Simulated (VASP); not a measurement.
# Pd (Pm-3m) in VASP: a series of runs, part 2 of 2

VASP 6.6.1. The steps go on from the part before.

## 4. Single point, revPBE (volume scaled by 0.96)

Contents of INCAR:

```
PREC     = Accurate       # precision mode
ENCUT    = 520            # plane-wave cutoff, eV
EDIFF    = 1E-7           # SCF threshold, eV
ISMEAR   = -1             # smearing method
SIGMA    = 0.1            # smearing width, eV
LREAL    = F              # projectors in reciprocal space
LASPH    = T              # aspherical terms in the spheres
NELM     = 60             # most SCF steps
ALGO     = Normal         # electronic algorithm
ISIF     = 2              # what is computed and relaxed
LWAVE    = F              # write WAVECAR
LCHARG   = F              # write CHGCAR
GGA      = RE             # functional
NBANDS   = 11             # bands
```

Contents of KPOINTS:

```
Automatic mesh
0
Gamma
  13 13 13
```

Contents of POSCAR:

```
Pd
1.0
    2.6005229744      0.0000000000      0.0000000000
    0.0000000000      2.6005229744      0.0000000000
    0.0000000000      0.0000000000      2.6005229744
Pd
1
Direct
    0.0000000000      0.0000000000      0.0000000000
```

Potentials or basis: VASP PAW PBE potentials, release 64 (Pd).

On the command line:

```console
cat potpaw_PBE.64/Pd/POTCAR > POTCAR
mpirun -np 1 vasp_std > vasp.out
```

OUTCAR:

```text
PREC = Accurate
   ENCUT = 520
   EDIFF = 1E-7
   ISMEAR = -1
   LREAL = F
   LASPH = T
   NELM = 60
   ISIF = 2
   GGA = RE

 ion  position               nearest neighbor table
   1  0.000  0.000  0.000-

  LATTYP: Found a simple cubic cell.
 ALAT       =     2.6005229744

  Lattice vectors:

 A1 = (   2.6005229744,   0.0000000000,   0.0000000000)
 A2 = (   0.0000000000,   2.6005229744,   0.0000000000)
 A3 = (   0.0000000000,   0.0000000000,   2.6005229744)

Analysis of symmetry for initial positions (statically):
=====================================================================
 Subroutine PRICEL returns:
 Original cell was already a primitive cell.

 Routine SETGRP: Setting up the symmetry group for a
 simple cubic supercell.

 Subroutine GETGRP returns: Found 48 space group operations
 (whereof 48 operations were pure point group operations)
 out of a pool of 48 trial point group operations.

The static configuration has the point symmetry O_h .

Analysis of symmetry for dynamics (positions and initial velocities):
=====================================================================
 Subroutine PRICEL returns:
 Original cell was already a primitive cell.

 Routine SETGRP: Setting up the symmetry group for a
 simple cubic supercell.

 Subroutine GETGRP returns: Found 48 space group operations
 (whereof 48 operations were pure point group operations)
 out of a pool of 48 trial point group operations.

The dynamic configuration has the point symmetry O_h .

 Subroutine INISYM returns: Found 48 space group operations
 (whereof 48 operations are pure point group operations),
 and found     1 'primitive' translations

----------------------------------------------------------------------------------------

                                     Primitive cell

  volume of cell :      17.5866

  direct lattice vectors                    reciprocal lattice vectors
     2.600522974  0.000000000  0.000000000     0.384538037  0.000000000  0.000000000
[... 109 lines left out ...]
   GGA     = RE    functional components
   LHFCALC =     F    Hartree Fock is set to
   AEXX    =    0.0000 exact exchange contribution
   IVDW    =     0    specifies the selected vdW correction
   LEPSILON=     F    determine dielectric tensor
   LRPA    =     F    only Hartree local field effects (RPA)
 non-spin polarized calculation
  energy-cutoff  :      520.00
  volume of cell :       17.59
 maximum number of plane-waves:       484
 NGX is ok and might be reduce to    20
   NGX =  9   NGY =  9   NGZ =  9

 number of electron      10.0000007 magnetization

 Free energy of the ion-electron system (eV)
  ---------------------------------------------------
  ext. energy  EPLUGINS =         0.00000000
  ---------------------------------------------------
  free energy    TOTEN  =        -4.28444056 eV

  energy without entropy =       -4.24128107  energy(sigma->0) =       -4.26286082

 E-fermi :   7.4769     XC(G=0): -11.8963

 val. band max:        7.4747883535   @ k =   0.3846   0.0769   0.0000
 cond. band min:       7.4922349541   @ k =   0.4615   0.0769   0.0000
 fundamental gap:      0.0174466005
 Fermi energy:         7.4769222131

 k-point     1 :       0.0000    0.0000    0.0000
  band No.  band energies     occupation
      1       1.4683      2.00000
      2       2.8974      2.00000
      3       2.8974      2.00000
      4       7.4397      1.18377
      5       7.4397      1.18377
      6       7.4397      1.18376
      7      24.0222      0.00000
      8      24.0222      0.00000
      9      24.0222      0.00000
     10      30.3595      0.00000
     11      30.3666      0.00000
[... 309 lines left out ...]
 k-point    24 :       0.3846    0.3077    0.0000
  band No.  band energies     occupation
      1       3.5120      2.00000
      2       3.7615      2.00000
      3       6.2414      1.99999
      4       6.2902      1.99999
      5       6.5670      1.99978
      6       9.1489      0.00000
      7      15.1548      0.00000
      8      20.2847      0.00000
      9      24.7235      0.00000
     10      29.6738      0.00000
     11      31.9181      0.00000

 [... further k-points ...]

------------------------ aborting loop because EDIFF is reached ----------------------------------------

  FORCE on cell =-STRESS in cart. coord.  units (eV):
  Direction    XX          YY          ZZ          XY          YZ          ZX
  --------------------------------------------------------------------------------------
  -------------------------------------------------------------------------------------
  Total        0.4927261      0.4927261      0.4927261      0.0000000      0.0000000      0.0000000
  in kB       44.8883959     44.8883959     44.8883959      0.0000000      0.0000000      0.0000000
  external PRESSURE =      44.8883959 kB  Pullay stress =       0.0000000 kB

 VOLUME and BASIS-vectors are now :
 -----------------------------------------------------------------------------
  energy-cutoff  :      520.00
  volume of cell :       17.59
      direct lattice vectors                 reciprocal lattice vectors
     2.600522974  0.000000000  0.000000000     0.384538037  0.000000000  0.000000000
     0.000000000  2.600522974  0.000000000     0.000000000  0.384538037  0.000000000
     0.000000000  0.000000000  2.600522974     0.000000000  0.000000000  0.384538037

 POSITION                                       TOTAL-FORCE (eV/Angst)
 -----------------------------------------------------------------------------------
      0.00000      0.00000      0.00000         0.000000      0.000000      0.000000
 -----------------------------------------------------------------------------------
    total drift:                                0.000000      0.000000      0.000000

  FREE ENERGIE OF THE ION-ELECTRON SYSTEM (eV)
  ---------------------------------------------------
  free  energy   TOTEN  =        -4.2844405617 eV

  energy  without entropy=       -4.2412810728  energy(sigma->0) =       -4.26286082
```

OSZICAR:

```text
N       E                     dE             d eps       ncg     rms          rms(c)
DAV:   1     0.425871089831E+02    0.42587E+02   -0.50393E+03  1856   0.832E+02
DAV:   2    -0.387963953253E+01   -0.46467E+02   -0.44843E+02  2073   0.176E+02
DAV:   3    -0.441742312282E+01   -0.53778E+00   -0.53648E+00  2232   0.206E+01
DAV:   4    -0.442090490559E+01   -0.34818E-02   -0.34814E-02  2164   0.170E+00
DAV:   5    -0.442095910139E+01   -0.54196E-04   -0.54196E-04  2408   0.190E-01    0.540E+00
DAV:   6    -0.428938586453E+01    0.13157E+00   -0.53449E-01  2088   0.597E+00    0.292E+00
DAV:   7    -0.428570983680E+01    0.36760E-02   -0.28117E-03  2278   0.522E-01    0.158E+00
DAV:   8    -0.428442987330E+01    0.12800E-02   -0.12287E-03  2088   0.273E-01    0.242E-02
DAV:   9    -0.428443794421E+01   -0.80709E-05   -0.11160E-05  2796   0.270E-02    0.973E-03
DAV:  10    -0.428444063466E+01   -0.26905E-05   -0.19871E-06  2169   0.127E-02    0.956E-04
DAV:  11    -0.428444056171E+01    0.72958E-07   -0.15890E-08  1559   0.969E-04
   1 F= -.42844406E+01 E0= -.42628608E+01  d E =-.431595E-01
```

stdout:

```text
POSCAR found type information on POSCAR Pd
 POSCAR found :  1 types and       1 ions
 scaLAPACK will be used
 -----------------------------------------------------------------------------
|                                                                             |
|                                                                             |
|     You enforced a specific xc type in the INCAR file but a different       |
|     I HOPE YOU KNOW WHAT YOU ARE DOING!                                     |
|                                                                             |
 -----------------------------------------------------------------------------

 LDA part: xc-table for (Slater+PW92), standard interpolation
 POSCAR, INCAR and KPOINTS ok, starting setup
 FFT: planning ... GRIDC
 FFT: planning ... GRID_SOFT
 FFT: planning ... GRID
 WAVECAR not read
 entering main loop
```

Wall time 6.4 s (1 thread of Intel Xeon Platinum 8488C (Sapphire Rapids), shared host); peak memory 0.13 GiB.

Results:

| Item | Value |
| --- | --- |
| Free energy | -4.2844 eV |
| Pressure | 4.5 GPa |
| Band gap on the k mesh | zero (band 5 reaches 8.54 eV, above the bottom of band 6 at 6.83 eV) |

Caveat: the PAW data sets were made with another functional, which shifts forces and pressure a little.

## 5. Summary

```csv
cell,gap on the mesh (eV),pressure (GPa)
"a = 2.526 Å, 1 atom",none,19.0
"a = 2.564 Å, 1 atom",none,10.8
"a = 2.601 Å, 1 atom",none,4.5
```

Alike in all rows: task single point; level revPBE; potentials or basis VASP PAW PBE potentials, release 64 (Pd); no spin polarisation; k mesh 13 × 13 × 13; cutoff (eV) 520; smearing fermi-dirac 0.1 eV.

Caveats: the PAW data sets were made with another functional, which shifts forces and pressure a little.

Total energies depend on the potentials used, so only differences within one code and one set of settings carry meaning.
